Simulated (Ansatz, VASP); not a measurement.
## One calculation of Cd, two programs

INCAR

```
  PREC = Accurate
  ENCUT = 600
  EDIFF = 1E-7
  ISMEAR = 0
  SIGMA = 0.1
  LREAL = False
  LASPH = True
  NELM = 100
  ALGO = Normal
  ISIF = 3
  LWAVE = False
  LCHARG = False
  GGA = PE
  IBRION = 2
  NSW = 80
  EDIFFG = -0.01
```

The input KPOINTS:

```
regular mesh
0
Gamma
  18 18 18
```

The input POSCAR:

```
Cd
1.0
   -1.9922792256      1.9922792256      1.4682856781
    1.9922792256     -1.9922792256      1.4682856781
    1.9922792256      1.9922792256     -1.4682856781
Cd
1
Direct
    0.0000000000      0.0000000000      0.0000000000
```

Input for Ansatz:

```yaml
crystal:
  lattice:
    - [-1.9922792292, 1.9922792292, 1.4682856781]
    - [1.9922792292, -1.9922792292, 1.4682856781]
    - [1.9922792292, 1.9922792292, -1.4682856781]
  atoms:
    - { symbol: Cd, position: [0.0, 0.0, 0.0] }
basis:
  ecutwfc: 420
kpoints:
  mp_grid: { grid: [18, 18, 18] }
hamiltonian:
  xc: pbe
scf:
  occupations: { method: gaussian, width: 0.1 }
output:
  forces: true
  stress: true
  eigenvalues: true
relax:
  adjacent_minimum: "off"
  f_tol: 0.01
  max_steps: 60
  cell: { stress_tol: 0.1 }
```

Alike in both runs: task relaxation of cell and atoms; functional PBE; k mesh 18 × 18 × 18; occupations gaussian, width 0.1 eV; no spin polarisation.

```csv
,VASP,Ansatz
version,VASP 6.6.1,Ansatz 0.2.0
potentials or method,"VASP PAW PBE potentials, release 64 (Cd), cutoff 600 eV","scalar-relativistic, plane waves, PAW"
valence electrons in the cell,12,20
```

```tsv
	VASP	Ansatz	Ansatz less VASP
gap on the k mesh at the Fermi level, each at its own relaxed structure (eV)	none	none	-
relaxed volume (Å³/atom)	23.33	23.25	-0.074
relaxed length of the cell vector where the two differ most in proportion (Å)	3.172	3.168	-0.0031
```

A gap of «none» marks a metal or a gap that the smearing closes. VASP's potentials hold 12 valence electrons a cell and Ansatz's 20, so a difference there can come from the potentials and not from the codes.
